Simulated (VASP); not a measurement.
# FeSi (P2_13) in VASP: further runs, part 2 of 2

VASP 6.6.1. Earlier steps stand in the parts before.

## 3. Single point, PBE (volume scaled by 0.94, then relaxed in part)

File INCAR:

```
  PREC = Accurate
  ENCUT = 520
  EDIFF = 1E-6
  ISMEAR = 0
  SIGMA = 0.01
  LREAL = F
  LASPH = T
  NELM = 100
  ALGO = Normal
  ISIF = 2
  LWAVE = F
  LCHARG = F
  GGA = PE
  NBANDS = 34
```

File KPOINTS:

```
Automatic mesh
0
Gamma
  8 8 8
```

File POSCAR:

```
FeSi
1.0
    4.3572326907      0.0000000000      0.0000000000
    0.0000000000      4.3572326907      0.0000000000
    0.0000000000      0.0000000000      4.3572326907
Fe Si
4 4
Direct
    0.1385196233      0.1385196233      0.1385196233
    0.3614803767      0.8614803767      0.6385196233
    0.6385196233      0.3614803767      0.8614803767
    0.8614803767      0.6385196233      0.3614803767
    0.8418531490      0.8418531490      0.8418531490
    0.6581468510      0.1581468510      0.3418531490
    0.3418531490      0.6581468510      0.1581468510
    0.1581468510      0.3418531490      0.6581468510
```

Potentials or basis: VASP PAW PBE potentials, release 64 (Fe, Si).

Command:

```sh
> cat potpaw_PBE.64/Fe/POTCAR potpaw_PBE.64/Si/POTCAR > POTCAR
> mpirun -np 1 vasp_std > vasp.out
```

Run time: 38 s. Hardware: 1 thread of Intel Xeon 6975P-C (Granite Rapids), shared host; peak memory 0.23 GiB.

The run converged. Its results:

```
Free energy            : -58.5357 eV
Pressure               : 15.9 GPa
Largest force          : 0.039 eV/Å
Band gap on the k mesh : 0.16 eV, indirect (least direct gap 0.17 eV)
```

Forces on the atoms (eV/Å):
```
Fe   0.023  0.023  0.023
Fe  -0.023 -0.023  0.023
Fe   0.023 -0.023 -0.023
Fe  -0.023  0.023 -0.023
Si   0.000  0.000  0.000
Si   0.000  0.000  0.000
Si   0.000  0.000  0.000
Si   0.000  0.000  0.000
```

Levels at points of the mesh, in eV from the valence-band top:
```
           k point  band 21  band 22  band 23  band 24  band 25  band 26  band 27  band 28
(0.00, 0.00, 0.00)    -0.32    -0.32    -0.06    -0.06     0.72     0.72     0.72     3.33
(0.50, 0.00, 0.00)    -0.43    -0.43    -0.01    -0.01     0.20     0.20     1.85     1.85
(0.50, 0.50, 0.00)    -1.10    -1.10    -0.40    -0.40     0.68     0.68     1.42     1.42
(0.50, 0.50, 0.50)    -0.75    -0.75    -0.75    -0.75     0.53     0.53     0.53     0.53
```

## 4. Single point, PBE (volume scaled by 0.97, then relaxed in part)

File INCAR:

```
SYSTEM = FeSi
PREC     = Accurate       ! precision mode
ENCUT    = 520            ! plane-wave cutoff, eV
EDIFF    = 1E-6           ! SCF threshold, eV
ISMEAR   = 0              ! smearing method
SIGMA    = 0.01           ! smearing width, eV
LREAL    = .FALSE.        ! projectors in reciprocal space
LASPH    = .TRUE.         ! aspherical terms in the spheres
NELM     = 80             ! most SCF steps
ALGO     = Normal         ! electronic algorithm
ISIF     = 2              ! what is computed and relaxed
LWAVE    = .FALSE.        ! write WAVECAR
LCHARG   = .FALSE.        ! write CHGCAR
GGA      = PE             ! functional
NBANDS   = 34             ! bands
```

File KPOINTS:

```
Automatic mesh
0
G
  8 8 8
  0 0 0
```

File POSCAR:

```
FeSi
1.0
    4.4031016687      0.0000000000      0.0000000000
    0.0000000000      4.4031016687      0.0000000000
    0.0000000000      0.0000000000      4.4031016687
Fe Si
4 4
Direct
    0.1373197973      0.1373197973      0.1373197973
    0.3626802027      0.8626802027      0.6373197973
    0.6373197973      0.3626802027      0.8626802027
    0.8626802027      0.6373197973      0.3626802027
    0.8413171426      0.8413171426      0.8413171426
    0.6586828574      0.1586828574      0.3413171426
    0.3413171426      0.6586828574      0.1586828574
    0.1586828574      0.3413171426      0.6586828574
```

Potentials or basis: VASP PAW PBE potentials, release 64 (Fe, Si).

Command:

```sh
> cat potpaw_PBE.64/Fe/POTCAR potpaw_PBE.64/Si/POTCAR > POTCAR
> mpirun -np 1 vasp_std > vasp.out
```

OUTCAR:

```text
SYSTEM = FeSi
   PREC = Accurate
   ENCUT = 520
   EDIFF = 1E-6
   ISMEAR = 0
   LREAL = .FALSE.
   LASPH = .TRUE.
   NELM = 80
   ISIF = 2
   GGA = PE

 ion  position               nearest neighbor table
   1  0.137  0.137  0.137-   5 2.26   6 2.29   7 2.29   8 2.29   8 2.47   7 2.47   6 2.47   3 2.70
                             4 2.70   2 2.70   2 2.70   4 2.70   3 2.70
   2  0.363  0.863  0.637-   6 2.26   5 2.29   7 2.29   8 2.29   7 2.47   8 2.47   5 2.47   1 2.70
                             1 2.70   3 2.70   3 2.70   4 2.70   4 2.70
   3  0.637  0.363  0.863-   7 2.26   6 2.29   5 2.29   8 2.29   6 2.47   8 2.47   5 2.47   1 2.70
                             4 2.70   2 2.70   2 2.70   4 2.70   1 2.70
   4  0.863  0.637  0.363-   8 2.26   6 2.29   7 2.29   5 2.29   5 2.47   6 2.47   7 2.47   1 2.70
[... 1113 lines left out ...]
  external PRESSURE =      73.5004713 kB  Pullay stress =       0.0000000 kB

 VOLUME and BASIS-vectors are now :
 -----------------------------------------------------------------------------
  energy-cutoff  :      520.00
  volume of cell :       85.36
      direct lattice vectors                 reciprocal lattice vectors
     4.403101669  0.000000000  0.000000000     0.227112630  0.000000000  0.000000000
     0.000000000  4.403101669  0.000000000     0.000000000  0.227112630  0.000000000
     0.000000000  0.000000000  4.403101669     0.000000000  0.000000000  0.227112630

 POSITION                                       TOTAL-FORCE (eV/Angst)
 -----------------------------------------------------------------------------------
      0.60463      0.60463      0.60463         0.021819      0.021819      0.021819
      1.59692      3.79847      2.80618        -0.021819     -0.021819      0.021819
      2.80618      1.59692      3.79847         0.021819     -0.021819     -0.021819
      3.79847      2.80618      1.59692        -0.021819      0.021819     -0.021819
      3.70440      3.70440      3.70440         0.000043      0.000043      0.000043
      2.90025      0.69870      1.50285        -0.000043     -0.000043      0.000043
      1.50285      2.90025      0.69870         0.000043     -0.000043     -0.000043
      0.69870      1.50285      2.90025        -0.000043      0.000043     -0.000043
 -----------------------------------------------------------------------------------
    total drift:                               -0.000001     -0.000001     -0.000000

  FREE ENERGIE OF THE ION-ELECTRON SYSTEM (eV)
  ---------------------------------------------------
  free  energy   TOTEN  =       -58.7236127512 eV

  energy  without entropy=      -58.7236127512  energy(sigma->0) =      -58.72361275
```

stdout:

```text
POSCAR found type information on POSCAR FeSi
 POSCAR found :  2 types and       8 ions
 scaLAPACK will be used
 LDA part: xc-table for (Slater+PW92), standard interpolation
 POSCAR, INCAR and KPOINTS ok, starting setup
 FFT: planning ... GRIDC
 FFT: planning ... GRID_SOFT
 FFT: planning ... GRID
 WAVECAR not read
 entering main loop
```

Run time: 53 s. Hardware: 1 thread of Intel Xeon 6975P-C (Granite Rapids), shared host; peak memory 0.25 GiB.

What came out:

```
Free energy            : -58.7236 eV
Pressure               : 7.4 GPa
Largest force          : 0.038 eV/Å
Band gap on the k mesh : 0.16 eV, indirect (least direct gap 0.17 eV)
```

Forces on the atoms (eV/Å):
```
Fe   0.022  0.022  0.022
Fe  -0.022 -0.022  0.022
Fe   0.022 -0.022 -0.022
Fe  -0.022  0.022 -0.022
Si   0.000  0.000  0.000
Si   0.000  0.000  0.000
Si   0.000  0.000  0.000
Si   0.000  0.000  0.000
```

 Spin polarisation is off, so any magnetic state and its effect on volume and gap are missing.

## 5. The runs side by side

| spin | cell | k mesh | smearing | gap on the mesh (eV) | pressure (GPa) | largest force (eV/Å) |
| --- | --- | --- | --- | --- | --- | --- |
| collinear, ferromagnetic start | a = 4.446 Å, 8 atoms | 4 × 4 × 4 | gaussian 0.1 eV | 0.17 | 0.4 | 0.03 |
| off | a = 4.357 Å, 8 atoms | 8 × 8 × 8 | gaussian 0.01 eV | 0.16 | 15.9 | 0.04 |
| off | a = 4.403 Å, 8 atoms | 8 × 8 × 8 | gaussian 0.01 eV | 0.16 | 7.4 | 0.04 |

Alike in all rows: task single point; level PBE; potentials or basis VASP PAW PBE potentials, release 64 (Fe, Si); cutoff (eV) 520.

Total energies depend on the potentials used, so only differences within one code and one set of settings carry meaning.
